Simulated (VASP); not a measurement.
Set up this calculation in VASP 6.6.1, as the native input.

| Item | Value |
| --- | --- |
| Task | relaxation of cell and atoms |
| Functional | LDA |
| Potentials or basis | VASP PAW LDA potentials, release 64 (Hg) |
| Cutoff | 600 eV |
| k mesh | 7 × 7 × 4 |
| Occupations | fermi-dirac, width 0.1 eV |
| Spin | no spin polarisation |
| Target pressure | 20 GPa |
| Dipole correction | no |
| Further INCAR settings | ALGO = Normal; EDIFF = 1e-07; IBRION = 2; EDIFFG = -0.03; NSW = 50; ISIF = 3 |

The structure of Hg lies in POSCAR:

```
Hg
1.0
    3.2100000000      0.0000000000      0.0000000000
   -1.6050000000      2.7799415461      0.0000000000
    0.0000000000      0.0000000000      5.2419300000
Hg
2
Direct
    0.3333333333      0.6666666667      0.2500000000
    0.6666666667      0.3333333333      0.7500000000
```

The input as run:

INCAR

```
  ALGO = Normal
  EDIFF = 1E-7
  EDIFFG = -0.03
  ENCUT = 600
  IBRION = 2
  ISIF = 3
  ISMEAR = -1
  LASPH = True
  LCHARG = False
  LREAL = False
  LWAVE = False
  NELM = 100
  NSW = 50
  PREC = Accurate
  PSTRESS = 200.0
  SIGMA = 0.1
```

KPOINTS

```
k-points
0
Gamma
  7 7 4
```

Potentials or basis: VASP PAW LDA potentials, release 64 (Hg).

The run is started by

```bash
$ cat potpaw_LDA.64/Hg/POTCAR > POTCAR
$ mpirun -np 1 vasp_std > vasp.out
```

It gave:

The relaxed volume is 18.26 Å³/atom, the relaxed cell is a = 2.930 Å, b = 2.930 Å, c = 4.913 Å, α = 90.00°, β = 90.00°, γ = 120.00° and the space group after relaxing (to 0.1 Å) is P6_3/mmc (No. 194). The energy change on relaxing (the run minimises the enthalpy) is +177.2 meV/atom. The ionic steps are 7 and the pressure after relaxing is 19.9 GPa. The band gap on the k mesh is zero (bands 12 and 13 overlap by 1.87 eV).

Caveat: the cell is relaxed towards a set pressure, so the run minimises the enthalpy, not the energy; the volume moved by over 15 % at a fixed basis, so the end points are rough; spin-orbit coupling is left out, which moves the levels of the heavy elements.

It took 110 s on 1 thread of Intel(R) Xeon(R) Platinum 8175M CPU @ 2.50GHz (Skylake/Cascade Lake), on a shared host, peak memory 0.17 GiB.
